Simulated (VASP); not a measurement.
# PtS2 (P-3m1) in VASP: notebook

PtS2 is run at these levels: LDA; tasks: vibrations by perturbation theory.

All numbers are computed with VASP 6.6.1; they aren't measurements. Logs are shortened: lines on timing, memory, paths and dates and some standing lists are left out, and cuts for length are marked.

**1. The cell of the first run**

Symmetry: P-3m1, No. 164, trigonal system. The conventional cell has a = 3.526 Å, b = 3.526 Å, c = 4.481 Å, α = 90.00°, β = 90.00°, γ = 120.00°. Within 3.1 Å of Pt (site symmetry -3m) lie 6 S at 2.36 Å. S (site symmetry 3m) has 3 Pt at 2.36 Å and 6 S at 2.91 to 3.15 Å within 3.2 Å.

**2. Vibrations by perturbation theory, LDA (16.09 Å³/atom)**

Input file INCAR:

```
SYSTEM = PtS2
ALGO = Normal
EDIFF = 1E-8
ENCUT = 520
IBRION = 8
ISIF = 2
ISMEAR = -1
LASPH = .True.
LCHARG = .False.
LREAL = .False.
LWAVE = .False.
NBANDS = 18
NELM = 100
NSW = 1
PREC = Accurate
SIGMA = 0.05
```

Input file KPOINTS:

```
k-points
0
Gamma
  10 10 8
  0 0 0
```

Input file POSCAR:

```
PtS2
1.0
    3.5263646145      0.0000000000      0.0000000000
   -1.7631823072      3.0539213392      0.0000000000
    0.0000000000      0.0000000000      4.4809921279
Pt S
1 2
Direct
    0.0000000000      0.0000000000      0.0000000000
    0.3333333333      0.6666666667      0.2682896874
    0.6666666667      0.3333333333      0.7317103126
```

Potentials or basis: VASP PAW LDA potentials, release 64 (Pt, S).

Launch:

```sh
$ cat potpaw_LDA.64/Pt/POTCAR potpaw_LDA.64/S/POTCAR > POTCAR
$ mpirun -np 1 vasp_std > vasp.out
```

OUTCAR:

```text
SYSTEM = PtS2
   EDIFF = 1E-8
   ENCUT = 520
   IBRION = 8
   ISIF = 2
   ISMEAR = -1
   LASPH = .True.
   LREAL = .False.
   NELM = 100
   NSW = 1
   PREC = Accurate

 ion  position               nearest neighbor table
   1  0.000  0.000  0.000-   2 2.36   3 2.36   3 2.36   2 2.36   3 2.36   2 2.36
   2  0.333  0.667  0.268-   1 2.36   1 2.36   1 2.36
   3  0.667  0.333  0.732-   1 2.36   1 2.36   1 2.36

  LATTYP: Found a hexagonal cell.
 ALAT       =     3.5263646145
 C/A-ratio  =     1.2707115167

  Lattice vectors:

 A1 = (   3.5263646145,   0.0000000000,   0.0000000000)
 A2 = (  -1.7631823072,   3.0539213392,   0.0000000000)
 A3 = (   0.0000000000,   0.0000000000,   4.4809921279)

Analysis of symmetry for initial positions (statically):
=====================================================================
 Subroutine PRICEL returns:
 Original cell was already a primitive cell.

 Routine SETGRP: Setting up the symmetry group for a
 hexagonal supercell.

 Subroutine GETGRP returns: Found 12 space group operations
 (whereof 12 operations were pure point group operations)
 out of a pool of 24 trial point group operations.

The static configuration has the point symmetry D_3d.

Analysis of symmetry for dynamics (positions and initial velocities):
=====================================================================
 Subroutine PRICEL returns:
 Original cell was already a primitive cell.

 Routine SETGRP: Setting up the symmetry group for a
 hexagonal supercell.

 Subroutine GETGRP returns: Found 12 space group operations
 (whereof 12 operations were pure point group operations)
 out of a pool of 24 trial point group operations.

The dynamic configuration has the point symmetry D_3d.

 Subroutine INISYM returns: Found 12 space group operations
 (whereof 12 operations are pure point group operations),
 and found     1 'primitive' translations

----------------------------------------------------------------------------------------

                                     Primitive cell

  volume of cell :      48.2569

  direct lattice vectors                    reciprocal lattice vectors
     3.526364614  0.000000000  0.000000000     0.283578163  0.163723929  0.000000000
    -1.763182307  3.053921339  0.000000000     0.000000000  0.327447858  0.000000000
     0.000000000  0.000000000  4.480992128     0.000000000  0.000000000  0.223164864

  length of vectors
     3.526364614  3.526364615  4.480992128     0.327447858  0.327447858  0.223164864

  position of ions in fractional coordinates (direct lattice)
     0.000000000  0.000000000  0.000000000
     0.333333333  0.666666667  0.268289687
     0.666666667  0.333333333  0.731710313

  ion indices of the primitive-cell ions
   primitive index   ion index
                 1           1
                 2           2
                 3           3

----------------------------------------------------------------------------------------

 KPOINTS: k-points

Automatic generation of k-mesh.
 Grid dimensions read from file:
 generate k-points for:   10   10    8

 Generating k-lattice:

  Cartesian coordinates                     Fractional coordinates (reciprocal lattice)
     0.028357816  0.016372393  0.000000000     0.100000000 -0.000000000  0.000000000
     0.000000000  0.032744786  0.000000000     0.000000000  0.100000000  0.000000000
     0.000000000  0.000000000  0.027895608     0.000000000  0.000000000  0.125000000

  Length of vectors
     0.032744786  0.032744786  0.027895608

  Shift w.r.t. Gamma in fractional coordinates (k-lattice)
     0.000000000  0.000000000  0.000000000

 Subroutine IBZKPT returns following result:
 ===========================================

 Found     94 irreducible k-points:

 Following reciprocal coordinates:
            Coordinates               Weight
  0.000000  0.000000  0.000000      1.000000
  0.100000  0.000000  0.000000      6.000000
[... 40 lines left out ...]
   NELM   =    100;   NELMIN=  2; NELMDL= -5     # of ELM steps
   EDIFF  = 0.1E-07   stopping-criterion for ELM
   LREAL  =      F    real-space projection
   EDIFFG = 0.1E-06   stopping-criterion for IOM
   NSW    =      1    number of steps for IOM
   IBRION =      8    ionic relax: 0-MD 1-quasi-New 2-CG
   NFREE  =      0    steps in history (QN), initial steepest desc. (CG)
   ISIF   =      2    stress and relaxation
   ISYM   =      2    0-nonsym 1-usesym 2-fastsym
   POTIM  = 0.5000    time-step for ionic-motion
   TEBEG  =    0.0;   TEEND  =   0.0 temperature during run
   PSTRESS=    0.0 pullay stress
   NELECT =      22.0000    total number of electrons
   NUPDOWN=      -1.0000    fix difference up-down
   EMIN   =  10.00;   EMAX   =-10.00  energy-range for DOS
   EFERMI =   0.00;   METHOD = LEGACY
   ISMEAR =    -1;   SIGMA  =   0.05  broadening in eV -4-tet -1-fermi 0-gaus
   EFERMI_NEDOS =   21; number of points for ismear=-14 and -15
   IALGO  =     38    algorithm
   IMIX   =      4    mixing-type and parameters
     AMIX     =   0.40;   BMIX     =  1.00
     AMIX_MAG =   1.60;   BMIX_MAG =  1.00
  volume/ion in A,a.u.               =      16.09       108.55
  Fermi-wavevector in a.u.,A,eV,Ry     =   1.259977  2.381011 21.599823  1.587542
  Thomas-Fermi vector in A             =   2.393510
   LORBIT       =      0    0 simple, 1 ext, 2 COOP (PROOUT), +10 PAW based schemes
   GGA     = CA    functional components
   LHFCALC =     F    Hartree Fock is set to
   AEXX    =    0.0000 exact exchange contribution
   IVDW    =     0    specifies the selected vdW correction
   LEPSILON=     F    determine dielectric tensor
   LRPA    =     F    only Hartree local field effects (RPA)
 non-spin polarized calculation
  energy-cutoff  :      520.00
  volume of cell :       48.26
 maximum number of plane-waves:      1325
 NGX is ok and might be reduce to    28
   NGX = 13   NGY = 13   NGZ = 17

--------------------------------------- Ionic step        1  -------------------------------------------

 number of electron      22.0000001 magnetization

 Free energy of the ion-electron system (eV)
  ---------------------------------------------------
  ext. energy  EPLUGINS =         0.00000000
  ---------------------------------------------------
  free energy    TOTEN  =       -18.19978119 eV

  energy without entropy =      -18.19660638  energy(sigma->0) =      -18.19819378

 E-fermi :   8.8666     XC(G=0): -11.7122

 val. band max:        8.8584105770   @ k =   0.0000   0.0000   0.1250
 cond. band min:       8.9229788569   @ k =  -0.1000   0.3000   0.3750
 fundamental gap:      0.0645682800
 Fermi energy:         8.8665757935

 k-point     1 :       0.0000    0.0000    0.0000
  band No.  band energies     occupation
      1      -7.5755      2.00000
      2      -3.5436      2.00000
      3       0.7008      2.00000
      4       1.4480      2.00000
      5       1.4480      2.00000
      6       4.4293      2.00000
[... 481 lines left out ...]
      5       2.5560      2.00000
      6       4.4018      2.00000
[... 10 lines left out ...]
     17      17.4010      0.00000
     18      19.7197      0.00000

 [... further k-points ...]

------------------------ aborting loop because EDIFF is reached ----------------------------------------

  FORCE on cell =-STRESS in cart. coord.  units (eV):
  Direction    XX          YY          ZZ          XY          YZ          ZX
  --------------------------------------------------------------------------------------
  -------------------------------------------------------------------------------------
  Total        1.1948583      1.1948583      0.4546215      0.0000000      0.0000000      0.0000000
  in kB       39.6705078     39.6705078     15.0938956      0.0000000      0.0000000      0.0000000
  external PRESSURE =      31.4783037 kB  Pullay stress =       0.0000000 kB

 VOLUME and BASIS-vectors are now :
 -----------------------------------------------------------------------------
  energy-cutoff  :      520.00
  volume of cell :       48.26
      direct lattice vectors                 reciprocal lattice vectors
     3.526364614  0.000000000  0.000000000     0.283578163  0.163723929  0.000000000
    -1.763182307  3.053921339  0.000000000     0.000000000  0.327447858  0.000000000
     0.000000000  0.000000000  4.480992128     0.000000000  0.000000000  0.223164864

 POSITION                                       TOTAL-FORCE (eV/Angst)
 -----------------------------------------------------------------------------------
      0.00000      0.00000      0.00000         0.000000      0.000000      0.000000
     -0.00000      2.03595      1.20220         0.000000     -0.000000     -0.003959
      1.76318      1.01797      3.27879        -0.000000      0.000000      0.003959
 -----------------------------------------------------------------------------------
    total drift:                                0.000000     -0.000000     -0.000000

  FREE ENERGIE OF THE ION-ELECTRON SYSTEM (eV)
  ---------------------------------------------------
  free  energy   TOTEN  =       -18.1997811852 eV

  energy  without entropy=      -18.1966063806  energy(sigma->0) =      -18.19819378

[... ionic steps 2 to 3 ...]

--------------------------------------- Ionic step        4  -------------------------------------------

------------------------ aborting loop because EDIFF is reached ----------------------------------------
[... 11 lines left out ...]
[... ionic steps 8 to 8 ...]

--------------------------------------- Ionic step        9  -------------------------------------------

 Free energy of the ion-electron system (eV)
  ---------------------------------------------------
  ---------------------------------------------------
  free energy    TOTEN  =        -0.11248339 eV

  energy without entropy =       -0.11247911

------------------------ aborting loop because EDIFF is reached ----------------------------------------

 INTERNAL STRAIN TENSOR  FOR ION    2  DIRECTION 3   (eV/Angst):
 -----------------------------------------------------------------------------
   -11.77774 -0.00000 -0.00000
    -0.00000-11.77774  0.00000
    -0.00000  0.00000-13.54294

 INTERNAL STRAIN TENSOR FOR ION    3 for displacements in x,y,z  (eV/Angst):
          X           Y           Z          XY          YZ          ZX
  --------------------------------------------------------------------------------
  x    -0.00000     0.00000     0.00000    -5.15059     0.00000     9.05244
  y    -5.15059     5.15059     0.00000     0.00000    10.04885     0.00000
  z    11.77774    11.77774    13.54294     0.00000    -0.00000    -0.00000

 SECOND DERIVATIVES (NOT SYMMETRIZED)
 ------------------------------------
               1X          1Y          1Z          2X          2Y          2Z          3X          3Y          3Z
  1X   -18.378417   -0.000000    0.000000    9.189209    0.000000    0.000000    9.189209    0.000000    0.000000
  1Y    -0.000000  -18.378417    0.000000    0.000000    9.189209    0.000000    0.000000    9.189209    0.000000
  1Z    -0.000000    0.000000  -18.976624    0.000000    0.000000    9.488312    0.000000    0.000000    9.488312
  2X     9.184198    0.000000    0.000000   -9.957923   -0.000000    0.000000    0.773725    0.000000    0.000000
  2Y     0.000000    9.184198    0.000000   -0.000000   -9.957923    0.000000    0.000000    0.773725    0.000000
  2Z    -0.000000    0.000000    9.485742    0.000000    0.000000  -11.847851    0.000000    0.000000    2.362109
  3X     9.184198    0.000000    0.000000    0.773725    0.000000    0.000000   -9.957923   -0.000000    0.000000
  3Y     0.000000    9.184198    0.000000    0.000000    0.773725    0.000000   -0.000000   -9.957923    0.000000
  3Z    -0.000000    0.000000    9.485742    0.000000    0.000000    2.362109    0.000000    0.000000  -11.847851

 Eigenvectors and eigenvalues of the dynamical matrix
 ----------------------------------------------------

   1 f  =   10.406981 THz    65.388991 2PiTHz  347.139522 cm-1    43.039796 meV
             X         Y         Z           dx          dy          dz
      0.000000  0.000000  0.000000    -0.000000   -0.000000    0.000000
     -0.000000  2.035948  1.202204    -0.000000    0.000000   -0.707107
      1.763182  1.017974  3.278788     0.000000    0.000000    0.707107
[... 43 lines left out ...]
   9 f/i=    0.001135 THz     0.007132 2PiTHz    0.037865 cm-1     0.004695 meV
             X         Y         Z           dx          dy          dz
      0.000000  0.000000  0.000000     0.061403    0.865284    0.000000
     -0.000000  2.035948  1.202204     0.024902    0.350908    0.000000
      1.763182  1.017974  3.278788     0.024902    0.350908    0.000000

--------------------------------------------------------------------------------------------------------

 ELASTIC MODULI CONTR FROM IONIC RELAXATION (kBar)
 Direction    XX          YY          ZZ          XY          YZ          ZX
 --------------------------------------------------------------------------------
 XX        -812.3503   -484.0590   -745.3550     -0.0000    320.2494      0.0000
 YY        -484.0590   -812.3503   -745.3550     -0.0000   -320.2494     -0.0000
 ZZ        -745.3550   -745.3550   -857.0658     -0.0000      0.0000     -0.0000
 XY          -0.0000     -0.0000     -0.0000   -164.1457     -0.0000    288.4948
 YZ         320.2494   -320.2494      0.0000     -0.0000   -624.8090     -0.0000
 ZX           0.0000     -0.0000     -0.0000    288.4948     -0.0000   -507.0451
 --------------------------------------------------------------------------------
```

It took 6.4 min on 1 thread of Intel Xeon 6975P-C (Granite Rapids), shared host; peak memory 0.87 GiB.

What came out:

```
Highest phonon frequency at Γ, LO-TO splitting left out : 347 cm⁻¹
```

Phonon frequencies in cm⁻¹ (negative: imaginary):
```
              q point                    frequencies
(0.000, 0.000, 0.000)  0 0 0 302 302 322 322 327 347
```

Caveat: the cell stands under pressure or tension, which shifts response properties; spin-orbit coupling is left out, which moves the levels of the heavy elements.

(Part 1 of 2 ends here.)
